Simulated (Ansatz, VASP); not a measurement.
Two plane-wave programs on Al

Contents of INCAR:

```
PREC = Accurate
ENCUT = 600
EDIFF = 1E-6
ISMEAR = 0
SIGMA = 0.1
LREAL = F
LASPH = T
NELM = 60
ALGO = Fast
ISIF = 3
LWAVE = F
LCHARG = F
GGA = PE
IBRION = 2
NSW = 65
EDIFFG = -0.01
```

Contents of KPOINTS:

```
regular mesh
0
Gamma
  18 18 4
```

Contents of POSCAR:

```
Al
1.0
    2.8694187012      0.0000000000      0.0000000000
   -1.4347093506      2.4849894893      0.0000000000
    0.0000000000      0.0000000000     14.0023965049
Al
6
Direct
    0.0000000000      0.0000000000      0.0000000000
    0.3333333333      0.6666666667      0.1666666667
    0.6666666667      0.3333333333      0.3333333333
    0.3333333333      0.6666666667      0.5000000000
    0.6666666667      0.3333333333      0.6666666667
    0.3333333333      0.6666666667      0.8333333333
```

Input for Ansatz:

```yaml
crystal:
  lattice:
    - [2.8694187012, 0.0, 0.0]
    - [-1.4347093506, 2.4849894893, 0.0]
    - [0.0, 0.0, 14.0023965049]
  atoms:
    - { symbol: Al, position: [0.0, 0.0, 0.0] }
    - { symbol: Al, position: [0.3333333333, 0.6666666667, 0.1666666667] }
    - { symbol: Al, position: [0.6666666667, 0.3333333333, 0.3333333333] }
    - { symbol: Al, position: [0.3333333333, 0.6666666667, 0.5] }
    - { symbol: Al, position: [0.6666666667, 0.3333333333, 0.6666666667] }
    - { symbol: Al, position: [0.3333333333, 0.6666666667, 0.8333333333] }
basis:
  ecutwfc: 420
kpoints:
  mp_grid: { grid: [18, 18, 4] }
hamiltonian:
  xc: pbe
scf:
  occupations: { method: gaussian, width: 0.1 }
output:
  forces: true
  stress: true
  eigenvalues: true
  populations: true
  write_density: true
  write_potential: true
  elf: true
  volumetric_format: npy
relax:
  adjacent_minimum: "off"
  f_tol: 0.01
  max_steps: 45
  cell: { stress_tol: 0.05 }
```

Alike in both runs: task relaxation of cell and atoms; functional PBE; k mesh 18 × 18 × 4; occupations gaussian, width 0.1 eV; no spin polarisation.

```csv
,VASP,Ansatz
version,VASP 6.6.1,Ansatz 0.2.0
potentials or method,"VASP PAW PBE potentials, release 64 (Al), cutoff 600 eV","scalar-relativistic, plane waves, PAW"
valence electrons in the cell,18,18
```

```csv
,VASP,Ansatz,Ansatz less VASP
"gap on the k mesh at the Fermi level, each at its own relaxed structure (eV)",none,none,-
relaxed volume (Å³/atom),16.60,16.60,+0.004
relaxed length of the cell vector where the two differ most in proportion (Å),14.118,14.125,+0.0069
```

A gap of «none» marks a metal or a gap that the smearing closes.

Noted on VASP's run: too few bands were computed for a metal, which touches its energy and stress.
